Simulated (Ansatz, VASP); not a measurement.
**Co in VASP and in Ansatz**

```xyz
2
Lattice="2.4164 0.0000 0.0000 0.0000 2.4164 0.0000 0.0000 0.0000 3.4163" Properties=species:S:1:pos:R:3 pbc="T T T"
Co    0.0000    0.0000    0.0000
Co    1.2082    1.2082    1.7081
```

Alike in both runs: task single point; functional LDA; k mesh 15 × 15 × 11; occupations fermi-dirac, width 0.05 eV; collinear spin.

|  | VASP | Ansatz |
| --- | --- | --- |
| version | VASP 6.6.1 | Ansatz 0.2.0 |
| potentials or method | VASP PAW LDA potentials, release 64 (Co), cutoff 520 eV | plane waves (420 eV) with PAW, scalar-relativistic |
| valence electrons in the cell | 18 | 34 |

```csv
,VASP,Ansatz,Ansatz less VASP
pressure (GPa),0.6,2.2,+1.56
"traceless stress, the component that is largest in VASP (GPa)",0.07,-0.10,-0.178
net moment per atom (μB),1.49,1.54,+0.045
size of the moment on the site where the two differ most (μB),1.48,1.58,+0.093
```

Ansatz warns that its potentials were made for another functional, while VASP's fit it. LDA's correlation is that of Perdew and Zunger in VASP and of Perdew and Wang (1992) in Ansatz. Site moments also hang on the region over which each program counts them. VASP's potentials hold 18 valence electrons a cell and Ansatz's 34, so a difference there can come from the potentials and not from the codes.
